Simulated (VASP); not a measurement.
Write the native input for VASP 6.6.1 that does the following.

```yaml
Task: single point
Functional: PBE
Potentials_or_basis: VASP PAW PBE potentials, release 64 (Ga_d, O)
Cutoff: 520 eV
k_mesh: 12 × 12 × 2
Occupations: gaussian, width 0.02 eV
Spin: no spin polarisation
Dipole_correction: no
Further_INCAR_settings: ALGO = Normal; EDIFF = 1e-06; NBANDS = 48
```

The structure of GaO lies in POSCAR:

```
GaO
1.0
    3.1012485387      0.0000000000      0.0000000000
   -1.5506242694      2.6857600180      0.0000000000
    0.0000000000      0.0000000000     14.5498811720
Ga O
4 4
Direct
    0.3333333333      0.6666666667      0.4139320548
    0.3333333333      0.6666666667      0.5860679452
    0.0000000000      0.0000000000      0.0860689512
    0.0000000000      0.0000000000      0.9139310488
    0.6666666667      0.3333333333      0.1363052894
    0.6666666667      0.3333333333      0.8636947106
    0.0000000000      0.0000000000      0.3636648979
    0.0000000000      0.0000000000      0.6363351021
```

One way to write it, as run:

INCAR

```
SYSTEM = GaO
PREC     = Accurate       ! precision mode
ENCUT    = 520            ! plane-wave cutoff, eV
EDIFF    = 1E-6           ! SCF threshold, eV
ISMEAR   = 0              ! smearing method
SIGMA    = 0.02           ! smearing width, eV
LREAL    = .False.        ! projectors in reciprocal space
LASPH    = .True.         ! aspherical terms in the spheres
NELM     = 60             ! most SCF steps
ALGO     = Normal         ! electronic algorithm
ISIF     = 2              ! what is computed and relaxed
LWAVE    = .False.        ! write WAVECAR
LCHARG   = .False.        ! write CHGCAR
GGA      = PE             ! functional
NBANDS   = 48             ! bands
```

KPOINTS

```
Automatic mesh
0
Gamma
  12 12 2
  0 0 0
```

Potentials or basis: VASP PAW PBE potentials, release 64 (Ga_d, O).

Run with:

```bash
$ cat potpaw_PBE.64/Ga_d/POTCAR potpaw_PBE.64/O/POTCAR > POTCAR
$ mpirun -np 1 vasp_std > vasp.out
```

Results of the run:

```
Pressure               : 0.5 GPa
Largest force          : 0.049 eV/Å
Band gap on the k mesh : 1.28 eV, indirect (least direct gap 1.57 eV)
```

Run time: 92 s on 1 thread of Intel(R) Xeon(R) 6975P-C (Granite Rapids), on a shared host, peak memory 0.32 GiB.
